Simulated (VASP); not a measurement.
# Ir (Fm-3m) in VASP: a series of runs

Ir is run at these levels: r2SCAN; tasks: single point.

Everything below comes from runs of VASP 6.6.1. Logs are shortened: lines on timing, memory, paths and dates and some standing lists are left out, and cuts for length are marked.

## Step 1: The cell of the first run

Symmetry: Fm-3m, No. 225, cubic system. Conventional cell: a = 3.846 Å, b = 3.846 Å, c = 3.846 Å, α = 90.00°, β = 90.00°, γ = 90.00°. Ir (site symmetry m-3m) has 12 Ir at 2.72 Å within 3.6 Å.

## Step 2: Single point, r2SCAN

POSCAR reads:

```
Ir
1.0
    0.0000000000      1.9228496764      1.9228496764
    1.9228496764      0.0000000000      1.9228496764
    1.9228496764      1.9228496764      0.0000000000
Ir
1
Direct
    0.0000000000      0.0000000000      0.0000000000
```

INCAR.step1 reads:

```
SYSTEM = Ir
PREC = Accurate ; ENCUT = 550
ISMEAR = -1 ; SIGMA = 0.6
LREAL = .False. ; LASPH = .True.
NELM = 120 ; NBANDS = 14
GGA = PE ; ALGO = Normal
EDIFF = 1E-5 ; LWAVE = .True.
LCHARG = .False. ; GGA_COMPAT = .False.
```

INCAR.step2 reads:

```
SYSTEM = Ir
PREC = Accurate ; ENCUT = 550
EDIFF = 1E-6 ; ISMEAR = -1
SIGMA = 0.6 ; LREAL = .False.
LASPH = .True. ; NELM = 120
ALGO = Normal ; ISIF = 2
LWAVE = .False. ; LCHARG = .False.
METAGGA = R2SCAN ; LMIXTAU = .True.
NBANDS = 14 ; ISTART = 1
GGA_COMPAT = .False.
```

KPOINTS reads:

```
Automatic mesh
0
Gamma
  14 14 14
  0 0 0
```

Potentials or basis: VASP PAW PBE potentials, release 64 (Ir_sv_GW).

Started as:

```sh
$ cat potpaw_PBE.64/Ir_sv_GW/POTCAR > POTCAR
$ cp INCAR.step1 INCAR
$ mpirun -np 1 vasp_std > vasp.out
$ cp INCAR.step2 INCAR
$ mpirun -np 1 vasp_std > vasp.out
```

OUTCAR:

```text
SYSTEM = Ir
   PREC = Accurate
   ENCUT = 550
   EDIFF = 1E-6
   ISMEAR = -1
   LREAL = .False.
   LASPH = .True.
   NELM = 120
   ISIF = 2
   METAGGA = R2SCAN
   ISTART = 1

 ion  position               nearest neighbor table
   1  0.000  0.000  0.000-

  LATTYP: Found a face centered cubic cell.
 ALAT       =     3.8456993528

  Lattice vectors:

 A1 = (   0.0000000000,   1.9228496764,   1.9228496764)
 A2 = (   1.9228496764,   0.0000000000,   1.9228496764)
 A3 = (   1.9228496764,   1.9228496764,   0.0000000000)

Analysis of symmetry for initial positions (statically):
=====================================================================
 Subroutine PRICEL returns:
 Original cell was already a primitive cell.

 Routine SETGRP: Setting up the symmetry group for a
 face centered cubic supercell.

 Subroutine GETGRP returns: Found 48 space group operations
 (whereof 48 operations were pure point group operations)
 out of a pool of 48 trial point group operations.

The static configuration has the point symmetry O_h .

Analysis of symmetry for dynamics (positions and initial velocities):
=====================================================================
 Subroutine PRICEL returns:
 Original cell was already a primitive cell.

 Routine SETGRP: Setting up the symmetry group for a
 face centered cubic supercell.

 Subroutine GETGRP returns: Found 48 space group operations
 (whereof 48 operations were pure point group operations)
 out of a pool of 48 trial point group operations.

The dynamic configuration has the point symmetry O_h .

 Subroutine INISYM returns: Found 48 space group operations
 (whereof 48 operations are pure point group operations),
 and found     1 'primitive' translations

----------------------------------------------------------------------------------------

                                     Primitive cell

  volume of cell :      14.2189

  direct lattice vectors                    reciprocal lattice vectors
     0.000000000  1.922849676  1.922849676    -0.260030727  0.260030727  0.260030727
     1.922849676  0.000000000  1.922849676     0.260030727 -0.260030727  0.260030727
     1.922849676  1.922849676  0.000000000     0.260030727  0.260030727 -0.260030727

  length of vectors
     2.719320091  2.719320091  2.719320091     0.450386431  0.450386431  0.450386431

  position of ions in fractional coordinates (direct lattice)
     0.000000000  0.000000000  0.000000000

  ion indices of the primitive-cell ions
   primitive index   ion index
                 1           1

----------------------------------------------------------------------------------------

 KPOINTS: Automatic mesh

Automatic generation of k-mesh.
 Grid dimensions read from file:
 generate k-points for:   14   14   14

 Generating k-lattice:

  Cartesian coordinates                     Fractional coordinates (reciprocal lattice)
    -0.018573623  0.018573623  0.018573623     0.071428571  0.000000000  0.000000000
     0.018573623 -0.018573623  0.018573623     0.000000000  0.071428571  0.000000000
     0.018573623  0.018573623 -0.018573623     0.000000000  0.000000000  0.071428571

  Length of vectors
     0.032170459  0.032170459  0.032170459

  Shift w.r.t. Gamma in fractional coordinates (k-lattice)
     0.000000000  0.000000000  0.000000000

 Subroutine IBZKPT returns following result:
 ===========================================

 Found    104 irreducible k-points:

 Following reciprocal coordinates:
            Coordinates               Weight
  0.000000  0.000000  0.000000      1.000000
  0.071429  0.000000  0.000000      8.000000
  0.142857  0.000000  0.000000      8.000000
  0.214286  0.000000  0.000000      8.000000
  0.285714  0.000000  0.000000      8.000000
  0.357143  0.000000  0.000000      8.000000
[... 16 lines left out ...]
  0.214286  0.142857  0.000000     24.000000
  0.285714  0.142857  0.000000     24.000000
 [... further k-points ...]
   k-points           NKPTS =    104   k-points in BZ     NKDIM =    104   number of bands    NBANDS=     14
   number of dos      NEDOS =    301   number of ions     NIONS =      1
   total plane-waves  NPLWV =  13824
   dimension x,y,z NGX =    24 NGY =   24 NGZ =   24
   dimension x,y,z NGXF=    48 NGYF=   48 NGZF=   48
   ions per type =               1
   NGX,Y,Z   is equivalent  to a cutoff of  14.67, 14.67, 14.67 a.u.
   NGXF,Y,Z  is equivalent  to a cutoff of  29.34, 29.34, 29.34 a.u.
 SYSTEM =  Ir
   PREC   = accura    normal or accurate (medium, high low for compatibility)
   ISTART =      1    job   : 0-new  1-cont  2-samecut
   ICHARG =      0    charge: 1-file 2-atom 10-const
   ISPIN  =      1    spin polarized calculation?
   LNONCOLLINEAR =      F non collinear calculations
   LSORBIT =      F    spin-orbit coupling
   LASPH  =      T    aspherical Exc in radial PAW
   ENCUT  =  550.0 eV  40.42 Ry    6.36 a.u.   5.20  5.20  5.20*2*pi/ulx,y,z
   NELM   =    120;   NELMIN=  2; NELMDL=  0     # of ELM steps
   EDIFF  = 0.1E-05   stopping-criterion for ELM
   LREAL  =      F    real-space projection
   EDIFFG = 0.1E-04   stopping-criterion for IOM
   NSW    =      0    number of steps for IOM
   IBRION =     -1    ionic relax: 0-MD 1-quasi-New 2-CG
   NFREE  =      0    steps in history (QN), initial steepest desc. (CG)
   ISIF   =      2    stress and relaxation
   ISYM   =      2    0-nonsym 1-usesym 2-fastsym
   POTIM  = 0.5000    time-step for ionic-motion
   TEBEG  =    0.0;   TEEND  =   0.0 temperature during run
   PSTRESS=    0.0 pullay stress
   NELECT =      17.0000    total number of electrons
   NUPDOWN=      -1.0000    fix difference up-down
   EMIN   =  10.00;   EMAX   =-10.00  energy-range for DOS
   EFERMI =   0.00;   METHOD = LEGACY
   ISMEAR =    -1;   SIGMA  =   0.60  broadening in eV -4-tet -1-fermi 0-gaus
   EFERMI_NEDOS =   21; number of points for ismear=-14 and -15
   IALGO  =     38    algorithm
   IMIX   =      4    mixing-type and parameters
     AMIX     =   0.40;   BMIX     =  1.00
     AMIX_MAG =   1.60;   BMIX_MAG =  1.00
  volume/ion in A,a.u.               =      14.22        95.95
  Fermi-wavevector in a.u.,A,eV,Ry     =   1.737544  3.283482 41.076793  3.019059
  Thomas-Fermi vector in A             =   2.810747
   LORBIT       =      0    0 simple, 1 ext, 2 COOP (PROOUT), +10 PAW based schemes
   METAGGA = R2SCAN    functional components
   LHFCALC =     F    Hartree Fock is set to
   AEXX    =    0.0000 exact exchange contribution
   IVDW    =     0    specifies the selected vdW correction
   LEPSILON=     F    determine dielectric tensor
   LRPA    =     F    only Hartree local field effects (RPA)
 non-spin polarized calculation
  energy-cutoff  :      550.00
  volume of cell :       14.22
 maximum number of plane-waves:       444
 NGX is ok and might be reduce to    24
   NGX = 11   NGY = 11   NGZ = 11

 number of electron      17.0000000 magnetization

 Free energy of the ion-electron system (eV)
  ---------------------------------------------------
  ext. energy  EPLUGINS =         0.00000000
  ---------------------------------------------------
  free energy    TOTEN  =       -53.45534317 eV

  energy without entropy =      -52.36865087  energy(sigma->0) =      -52.91199702

 E-fermi :  12.5401     XC(G=0): -15.8511

 val. band max:       12.5394358945   @ k =   0.4286   0.3571   0.0714
 cond. band min:      12.5436231448   @ k =   0.3571   0.3571   0.0000
 fundamental gap:      0.0041872503
 Fermi energy:        12.5400540874

 k-point     1 :       0.0000    0.0000    0.0000
  band No.  band energies     occupation
      1     -82.3689      2.00000
      2     -38.1934      2.00000
      3     -38.1934      2.00000
      4     -38.1934      2.00000
      5       1.1278      2.00000
      6       8.6371      1.99701
      7       8.6371      1.99701
      8       8.6371      1.99701
      9      11.3422      1.76086
     10      11.3422      1.76086
     11      26.8485      0.00000
     12      32.6094      0.00000
     13      32.6094      0.00000
     14      32.6094      0.00000

 k-point     2 :       0.0714    0.0000    0.0000
  band No.  band energies     occupation
      1     -82.3653      2.00000
      2     -38.2363      2.00000
      3     -38.1993      2.00000
      4     -38.1993      2.00000
      5       1.3643      2.00000
      6       8.5105      1.99758
      7       8.7371      1.99647
      8       8.7371      1.99647
      9      11.2779      1.78250
     10      11.2779      1.78250
     11      27.2557      0.00000
     12      31.6167      0.00000
     13      33.0027      0.00000
     14      33.0027      0.00000

 k-point     3 :       0.1429    0.0000    0.0000
  band No.  band energies     occupation
      1     -82.3555      2.00000
      2     -38.3557      2.00000
      3     -38.2157      2.00000
      4     -38.2157      2.00000
      5       2.0301      2.00000
      6       8.2223      1.99850
      7       8.9674      1.99482
      8       8.9674      1.99482
      9      11.1790      1.81246
     10      11.1790      1.81246
     11      28.2877      0.00000
     12      29.7862      0.00000
     13      34.1312      0.00000
     14      34.1312      0.00000
[... 324 lines left out ...]
 k-point    23 :       0.2143    0.1429    0.0000
  band No.  band energies     occupation
      1     -82.3400      2.00000
      2     -38.4612      2.00000
      3     -38.2816      2.00000
      4     -38.2746      2.00000
      5       3.0739      2.00000
      6       7.4118      1.99961
      7       9.4392      1.98867
      8       9.6557      1.98379
      9      10.3114      1.95242
     10      11.9020      1.48667
     11      29.9297      0.00000
     12      30.0723      0.00000
     13      33.1069      0.00000
     14      33.6950      0.00000

 k-point    24 :       0.2857    0.1429    0.0000
  band No.  band energies     occupation
      1     -82.3261      2.00000
      2     -38.6135      2.00000
      3     -38.3110      2.00000
      4     -38.3016      2.00000
      5       3.9885      2.00000
      6       7.2242      1.99972
      7       8.9756      1.99475
      8       9.7700      1.98042
      9      11.1472      1.82127
     10      12.3295      1.17371
     11      28.0032      0.00000
     12      30.6739      0.00000
     13      33.1423      0.00000
     14      34.0052      0.00000

 [... further k-points ...]

------------------------ aborting loop because EDIFF is reached ----------------------------------------

  FORCE on cell =-STRESS in cart. coord.  units (eV):
  Direction    XX          YY          ZZ          XY          YZ          ZX
  --------------------------------------------------------------------------------------
  -------------------------------------------------------------------------------------
  Total        0.6518894      0.6518894      0.6518894     -0.0000000     -0.0000000      0.0000000
  in kB       73.4545111     73.4545111     73.4545111     -0.0000000     -0.0000000      0.0000000
  external PRESSURE =      73.4545111 kB  Pullay stress =       0.0000000 kB

 VOLUME and BASIS-vectors are now :
 -----------------------------------------------------------------------------
  energy-cutoff  :      550.00
  volume of cell :       14.22
      direct lattice vectors                 reciprocal lattice vectors
     0.000000000  1.922849676  1.922849676    -0.260030727  0.260030727  0.260030727
     1.922849676  0.000000000  1.922849676     0.260030727 -0.260030727  0.260030727
     1.922849676  1.922849676  0.000000000     0.260030727  0.260030727 -0.260030727

 POSITION                                       TOTAL-FORCE (eV/Angst)
 -----------------------------------------------------------------------------------
      0.00000      0.00000      0.00000         0.000000      0.000000     -0.000000
 -----------------------------------------------------------------------------------
    total drift:                               -0.000000     -0.000000     -0.000000

  FREE ENERGIE OF THE ION-ELECTRON SYSTEM (eV)
  ---------------------------------------------------
  free  energy   TOTEN  =       -53.4553431739 eV

  energy  without entropy=      -52.3686508691  energy(sigma->0) =      -52.91199702
```

It took 40 s on 1 thread of Intel Xeon 6975P-C (Granite Rapids), shared host; peak memory 0.16 GiB.

Results:

| Property | Result |
| --- | --- |
| Free energy | -53.4553 eV |
| Pressure | 7.3 GPa |

Levels at points of the mesh, in eV from the Fermi level:
| k point | band 6 | band 7 | band 8 | band 9 | band 10 | band 11 |
| --- | --- | --- | --- | --- | --- | --- |
| (0.00, 0.00, 0.00) | -3.90 | -3.90 | -3.90 | -1.20 | -1.20 | 14.31 |
| (0.50, 0.00, 0.00) | -4.05 | -4.05 | -0.66 | 1.01 | 1.01 | 7.71 |
| (0.50, 0.50, 0.00) | -7.50 | 0.92 | 1.64 | 1.64 | 1.80 | 11.12 |

Caveat: the PAW data sets were made with another functional, which shifts forces and pressure a little; spin-orbit coupling is left out, which moves the levels of the heavy elements.

## Step 3: Single point, r2SCAN

POSCAR is that of step 2.

INCAR.step1 reads:

```
SYSTEM = Ir
ALGO     = Normal         ! electronic algorithm
EDIFF    = 1E-5           ! SCF threshold, eV
ENCUT    = 550            ! plane-wave cutoff, eV
GGA      = PE             ! functional
GGA_COMPAT= .False.      
ISMEAR   = -1             ! smearing method
LASPH    = .True.         ! aspherical terms in the spheres
LCHARG   = .False.        ! write CHGCAR
LREAL    = .False.        ! projectors in reciprocal space
LWAVE    = .True.         ! write WAVECAR
NBANDS   = 14             ! bands
NELM     = 120            ! most SCF steps
PREC     = Accurate       ! precision mode
SIGMA    = 0.1            ! smearing width, eV
```

INCAR.step2 reads:

```
SYSTEM = Ir
ALGO     = Normal         ! electronic algorithm
EDIFF    = 1E-6           ! SCF threshold, eV
ENCUT    = 550            ! plane-wave cutoff, eV
GGA_COMPAT= .False.      
ISIF     = 2              ! what is computed and relaxed
ISMEAR   = -1             ! smearing method
ISTART   = 1            
LASPH    = .True.         ! aspherical terms in the spheres
LCHARG   = .True.         ! write CHGCAR
LELF     = .True.         ! ELF
LMIXTAU  = .True.       
LREAL    = .False.        ! projectors in reciprocal space
LVHAR    = .True.       
LWAVE    = .False.        ! write WAVECAR
METAGGA  = R2SCAN         ! meta-GGA
NBANDS   = 14             ! bands
NELM     = 120            ! most SCF steps
PREC     = Accurate       ! precision mode
SIGMA    = 0.1            ! smearing width, eV
```

KPOINTS reads:

```
k-points
0
Gamma
  7 7 7
  0 0 0
```

Potentials or basis: VASP PAW PBE potentials, release 64 (Ir_sv_GW).

Started as:

```sh
$ cat potpaw_PBE.64/Ir_sv_GW/POTCAR > POTCAR
$ cp INCAR.step1 INCAR
$ mpirun -np 1 vasp_std > vasp.out
$ cp INCAR.step2 INCAR
$ mpirun -np 1 vasp_std > vasp.out
```

Run time: 28 s. Hardware: 1 thread of AMD EPYC 7R43 (Zen 3), shared host; peak memory 0.11 GiB.

The run converged. Its results:

| Item | Value |
| --- | --- |
| Free energy | -52.9953 eV |
| Pressure | -3.7 GPa |

Levels at points of the mesh, in eV from the Fermi level:
```tsv
k point	band 4	band 5	band 6	band 7	band 8	band 9	band 10	band 11	band 12	band 13
(0.00, 0.00, 0.00)	-50.89	-11.51	-4.03	-4.03	-4.03	-1.34	-1.34	14.21	19.99	19.99
```

Caveat: the k points lie up to 0.40 Å⁻¹ apart; the PAW data sets were made with another functional, which shifts forces and pressure a little; spin-orbit coupling is left out, which moves the levels of the heavy elements.

[end of part 1 of 2]
